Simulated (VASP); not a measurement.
# SbOs (CsCl type) (Pm-3m) in VASP: a series of runs

The runs below take SbOs (CsCl type) through single point, relaxation of cell and atoms, with PBE.

Program: VASP 6.6.1. These are calculated values, not measurements. Logs are shortened: lines on timing, memory, paths and dates and some standing lists are left out, and cuts for length are marked.

**1. The cell of the first run**

It takes space group Pm-3m (No. 221, cubic). Conventional cell: a = 3.202 Å, b = 3.202 Å, c = 3.202 Å, α = 90.00°, β = 90.00°, γ = 90.00°. Os (site symmetry m-3m) has 8 Sb at 2.77 Å and 6 Os at 3.20 Å within 3.7 Å. Within 3.7 Å of Sb (site symmetry m-3m) lie 8 Os at 2.77 Å and 6 Sb at 3.20 Å.

**2. Single point, PBE (volume scaled by 0.92)**

File INCAR:

```
SYSTEM = SbOs
PREC = Accurate
ENCUT = 520
EDIFF = 1E-6
ISMEAR = -1
SIGMA = 0.05
LREAL = .FALSE.
LASPH = .TRUE.
NELM = 80
ALGO = Normal
ISIF = 2
LWAVE = .FALSE.
LCHARG = .FALSE.
GGA = PE
NBANDS = 14
```

File KPOINTS:

```
regular mesh
0
G
  12 12 12
  0 0 0
```

File POSCAR:

```
SbOs
1.0
    3.2018078402      0.0000000000      0.0000000000
    0.0000000000      3.2018078402      0.0000000000
    0.0000000000      0.0000000000      3.2018078402
Os Sb
1 1
Direct
    0.0000000000      0.0000000000      0.0000000000
    0.5000000000      0.5000000000      0.5000000000
```

Potentials or basis: VASP PAW PBE potentials, release 64 (Os, Sb).

Launch:

```console
cat potpaw_PBE.64/Os/POTCAR potpaw_PBE.64/Sb/POTCAR > POTCAR
mpirun -np 1 vasp_std > vasp.out
```

OUTCAR:

```text
SYSTEM = SbOs
   PREC = Accurate
   ENCUT = 520
   EDIFF = 1E-6
   ISMEAR = -1
   LREAL = .FALSE.
   LASPH = .TRUE.
   NELM = 80
   ISIF = 2
   GGA = PE

 ion  position               nearest neighbor table
   1  0.000  0.000  0.000-   2 2.77   2 2.77   2 2.77   2 2.77   2 2.77   2 2.77   2 2.77   2 2.77

   2  0.500  0.500  0.500-   1 2.77   1 2.77   1 2.77   1 2.77   1 2.77   1 2.77   1 2.77   1 2.77

  LATTYP: Found a simple cubic cell.
 ALAT       =     3.2018078402

  Lattice vectors:

 A1 = (   3.2018078402,   0.0000000000,   0.0000000000)
 A2 = (   0.0000000000,   3.2018078402,   0.0000000000)
 A3 = (   0.0000000000,   0.0000000000,   3.2018078402)

Analysis of symmetry for initial positions (statically):
=====================================================================
 Subroutine PRICEL returns:
 Original cell was already a primitive cell.

 Routine SETGRP: Setting up the symmetry group for a
 simple cubic supercell.

 Subroutine GETGRP returns: Found 48 space group operations
 (whereof 48 operations were pure point group operations)
 out of a pool of 48 trial point group operations.

The static configuration has the point symmetry O_h .

Analysis of symmetry for dynamics (positions and initial velocities):
=====================================================================
 Subroutine PRICEL returns:
 Original cell was already a primitive cell.

 Routine SETGRP: Setting up the symmetry group for a
 simple cubic supercell.

 Subroutine GETGRP returns: Found 48 space group operations
 (whereof 48 operations were pure point group operations)
 out of a pool of 48 trial point group operations.

The dynamic configuration has the point symmetry O_h .

 Subroutine INISYM returns: Found 48 space group operations
 (whereof 48 operations are pure point group operations),
 and found     1 'primitive' translations

----------------------------------------------------------------------------------------

                                     Primitive cell

  volume of cell :      32.8236

  direct lattice vectors                    reciprocal lattice vectors
     3.201807840  0.000000000  0.000000000     0.312323553  0.000000000  0.000000000
     0.000000000  3.201807840  0.000000000     0.000000000  0.312323553  0.000000000
     0.000000000  0.000000000  3.201807840     0.000000000  0.000000000  0.312323553

  length of vectors
     3.201807840  3.201807840  3.201807840     0.312323553  0.312323553  0.312323553

  position of ions in fractional coordinates (direct lattice)
     0.000000000  0.000000000  0.000000000
     0.500000000  0.500000000  0.500000000

  ion indices of the primitive-cell ions
   primitive index   ion index
                 1           1
                 2           2

----------------------------------------------------------------------------------------

 KPOINTS: regular mesh

Automatic generation of k-mesh.
 Grid dimensions read from file:
 generate k-points for:   12   12   12

 Generating k-lattice:

  Cartesian coordinates                     Fractional coordinates (reciprocal lattice)
     0.026026963  0.000000000  0.000000000     0.083333333  0.000000000  0.000000000
     0.000000000  0.026026963  0.000000000     0.000000000  0.083333333  0.000000000
     0.000000000  0.000000000  0.026026963     0.000000000  0.000000000  0.083333333

  Length of vectors
     0.026026963  0.026026963  0.026026963

  Shift w.r.t. Gamma in fractional coordinates (k-lattice)
     0.000000000  0.000000000  0.000000000

 Subroutine IBZKPT returns following result:
 ===========================================

 Found     84 irreducible k-points:

 Following reciprocal coordinates:
            Coordinates               Weight
  0.000000  0.000000  0.000000      1.000000
  0.083333  0.000000  0.000000      6.000000
  0.166667  0.000000  0.000000      6.000000
  0.250000  0.000000  0.000000      6.000000
  0.333333  0.000000  0.000000      6.000000
  0.416667  0.000000  0.000000      6.000000
[... 16 lines left out ...]
  0.333333  0.333333  0.000000     12.000000
  0.416667  0.333333  0.000000     24.000000
 [... further k-points ...]
   k-points           NKPTS =     84   k-points in BZ     NKDIM =     84   number of bands    NBANDS=     14
   number of dos      NEDOS =    301   number of ions     NIONS =      2
   total plane-waves  NPLWV =  13824
   dimension x,y,z NGX =    24 NGY =   24 NGZ =   24
   dimension x,y,z NGXF=    48 NGYF=   48 NGZF=   48
   ions per type =               1   1
   NGX,Y,Z   is equivalent  to a cutoff of  12.46, 12.46, 12.46 a.u.
   NGXF,Y,Z  is equivalent  to a cutoff of  24.92, 24.92, 24.92 a.u.
 SYSTEM =  SbOs
   PREC   = accura    normal or accurate (medium, high low for compatibility)
   ISTART =      0    job   : 0-new  1-cont  2-samecut
   ICHARG =      2    charge: 1-file 2-atom 10-const
   ISPIN  =      1    spin polarized calculation?
   LNONCOLLINEAR =      F non collinear calculations
   LSORBIT =      F    spin-orbit coupling
   LASPH  =      T    aspherical Exc in radial PAW
   ENCUT  =  520.0 eV  38.22 Ry    6.18 a.u.   5.95  5.95  5.95*2*pi/ulx,y,z
   NELM   =     80;   NELMIN=  2; NELMDL= -5     # of ELM steps
   EDIFF  = 0.1E-05   stopping-criterion for ELM
   LREAL  =      F    real-space projection
   EDIFFG = 0.1E-04   stopping-criterion for IOM
   NSW    =      0    number of steps for IOM
   IBRION =     -1    ionic relax: 0-MD 1-quasi-New 2-CG
   NFREE  =      0    steps in history (QN), initial steepest desc. (CG)
   ISIF   =      2    stress and relaxation
   ISYM   =      2    0-nonsym 1-usesym 2-fastsym
   POTIM  = 0.5000    time-step for ionic-motion
   TEBEG  =    0.0;   TEEND  =   0.0 temperature during run
   PSTRESS=    0.0 pullay stress
   NELECT =      13.0000    total number of electrons
   NUPDOWN=      -1.0000    fix difference up-down
   EMIN   =  10.00;   EMAX   =-10.00  energy-range for DOS
   EFERMI =   0.00;   METHOD = LEGACY
   ISMEAR =    -1;   SIGMA  =   0.05  broadening in eV -4-tet -1-fermi 0-gaus
   EFERMI_NEDOS =   21; number of points for ismear=-14 and -15
   IALGO  =     38    algorithm
   IMIX   =      4    mixing-type and parameters
     AMIX     =   0.40;   BMIX     =  1.00
     AMIX_MAG =   1.60;   BMIX_MAG =  1.00
  volume/ion in A,a.u.               =      16.41       110.75
  Fermi-wavevector in a.u.,A,eV,Ry     =   1.202248  2.271919 19.665860  1.445400
  Thomas-Fermi vector in A             =   2.338034
   LORBIT       =      0    0 simple, 1 ext, 2 COOP (PROOUT), +10 PAW based schemes
   GGA     = PE    functional components
   LHFCALC =     F    Hartree Fock is set to
   AEXX    =    0.0000 exact exchange contribution
   IVDW    =     0    specifies the selected vdW correction
   LEPSILON=     F    determine dielectric tensor
   LRPA    =     F    only Hartree local field effects (RPA)
 non-spin polarized calculation
  energy-cutoff  :      520.00
  volume of cell :       32.82
 maximum number of plane-waves:       912
 NGX is ok and might be reduce to    24
   NGX = 11   NGY = 11   NGZ = 11

 number of electron      13.0000000 magnetization

 Free energy of the ion-electron system (eV)
  ---------------------------------------------------
  ext. energy  EPLUGINS =         0.00000000
  ---------------------------------------------------
  free energy    TOTEN  =       -13.89089868 eV

  energy without entropy =      -13.86965856  energy(sigma->0) =      -13.88027862

 E-fermi :  12.2641     XC(G=0): -12.8113

 val. band max:       12.2547345178   @ k =   0.4167   0.3333   0.1667
 cond. band min:      12.2667691093   @ k =   0.4167   0.1667   0.0833
 fundamental gap:      0.0120345916
 Fermi energy:        12.2640985140

 k-point     1 :       0.0000    0.0000    0.0000
  band No.  band energies     occupation
      1      -2.7072      2.00000
      2       7.4367      2.00000
      3       7.4367      2.00000
      4      10.9811      2.00000
      5      10.9811      2.00000
      6      10.9811      2.00000
      7      12.5291      0.00994
      8      12.5291      0.00994
      9      12.5291      0.00994
     10      17.1729      0.00000
     11      21.2029      0.00000
     12      21.2029      0.00000
     13      25.7941      0.00000
     14      25.7941      0.00000

 k-point     2 :       0.0833    0.0000    0.0000
  band No.  band energies     occupation
      1      -2.5891      2.00000
      2       7.3590      2.00000
      3       7.4656      2.00000
      4      10.5239      2.00000
      5      10.5239      2.00000
      6      10.9823      2.00000
      7      11.9724      1.99417
      8      13.1015      0.00000
      9      13.1015      0.00000
     10      17.7677      0.00000
     11      20.8454      0.00000
     12      21.5259      0.00000
     13      25.8495      0.00000
     14      25.8495      0.00000

 k-point     3 :       0.1667    0.0000    0.0000
  band No.  band energies     occupation
      1      -2.2389      2.00000
      2       6.9413      2.00000
      3       7.5465      2.00000
      4       9.8035      2.00000
      5       9.8035      2.00000
      6      10.9854      2.00000
      7      11.2025      2.00000
      8      14.1722      0.00000
      9      14.1722      0.00000
     10      18.6319      0.00000
     11      20.0524      0.00000
     12      22.6838      0.00000
     13      25.5685      0.00000
     14      25.5685      0.00000
[... 324 lines left out ...]
 k-point    23 :       0.3333    0.3333    0.0000
  band No.  band energies     occupation
      1       0.3661      2.00000
      2       5.2414      2.00000
      3       6.6478      2.00000
      4       8.6106      2.00000
      5       9.2860      2.00000
      6      10.0058      2.00000
      7      12.2429      1.20885
      8      13.1721      0.00000
      9      16.2405      0.00000
     10      17.1227      0.00000
     11      20.6143      0.00000
     12      22.7091      0.00000
     13      23.2053      0.00000
     14      25.3829      0.00000

 k-point    24 :       0.4167    0.3333    0.0000
  band No.  band energies     occupation
      1       0.8328      2.00000
      2       4.9169      2.00000
      3       6.7558      2.00000
      4       8.4380      2.00000
      5       9.3121      2.00000
      6       9.9768      2.00000
      7      12.2973      0.67940
      8      13.5456      0.00000
      9      15.1817      0.00000
     10      16.9806      0.00000
     11      20.3782      0.00000
     12      22.4941      0.00000
     13      23.4784      0.00000
     14      24.8803      0.00000

 [... further k-points ...]

------------------------ aborting loop because EDIFF is reached ----------------------------------------

  FORCE on cell =-STRESS in cart. coord.  units (eV):
  Direction    XX          YY          ZZ          XY          YZ          ZX
  --------------------------------------------------------------------------------------
  -------------------------------------------------------------------------------------
  Total        3.8767255      3.8767255      3.8767255      0.0000000     -0.0000000      0.0000000
  in kB      189.2299341    189.2299341    189.2299341      0.0000000     -0.0000000      0.0000000
  external PRESSURE =     189.2299341 kB  Pullay stress =       0.0000000 kB

 VOLUME and BASIS-vectors are now :
 -----------------------------------------------------------------------------
  energy-cutoff  :      520.00
  volume of cell :       32.82
      direct lattice vectors                 reciprocal lattice vectors
     3.201807840  0.000000000  0.000000000     0.312323553  0.000000000  0.000000000
     0.000000000  3.201807840  0.000000000     0.000000000  0.312323553  0.000000000
     0.000000000  0.000000000  3.201807840     0.000000000  0.000000000  0.312323553

 POSITION                                       TOTAL-FORCE (eV/Angst)
 -----------------------------------------------------------------------------------
      0.00000      0.00000      0.00000         0.000000      0.000000      0.000000
      1.60090      1.60090      1.60090         0.000000      0.000000      0.000000
 -----------------------------------------------------------------------------------
    total drift:                               -0.000000      0.000000      0.000000

  FREE ENERGIE OF THE ION-ELECTRON SYSTEM (eV)
  ---------------------------------------------------
  free  energy   TOTEN  =       -13.8908986793 eV

  energy  without entropy=      -13.8696585551  energy(sigma->0) =      -13.88027862
```

It took 17 s on 1 thread of AMD EPYC 7R13 (Zen 3), shared host; peak memory 0.14 GiB.

Results:

```
Free energy : -13.8909 eV
Pressure    : 18.9 GPa
```

Levels at points of the mesh, in eV from the Fermi level:
```tsv
k point	band 2	band 3	band 4	band 5	band 6	band 7	band 8	band 9	band 10	band 11
(0.00, 0.00, 0.00)	-4.83	-4.83	-1.28	-1.28	-1.28	0.27	0.27	0.27	4.91	8.94
(0.50, 0.00, 0.00)	-9.64	-4.35	-3.97	-3.97	-1.27	0.12	5.58	6.91	6.91	7.43
(0.50, 0.50, 0.00)	-5.88	-5.88	-5.01	-2.53	-2.53	0.11	1.13	1.64	3.84	8.99
(0.50, 0.50, 0.50)	-7.49	-7.49	-6.98	0.22	0.22	1.42	1.42	1.42	3.63	4.74
```

Caveat: spin-orbit coupling is left out, which moves the levels of the heavy elements.

(Part 1 of 2 ends here.)
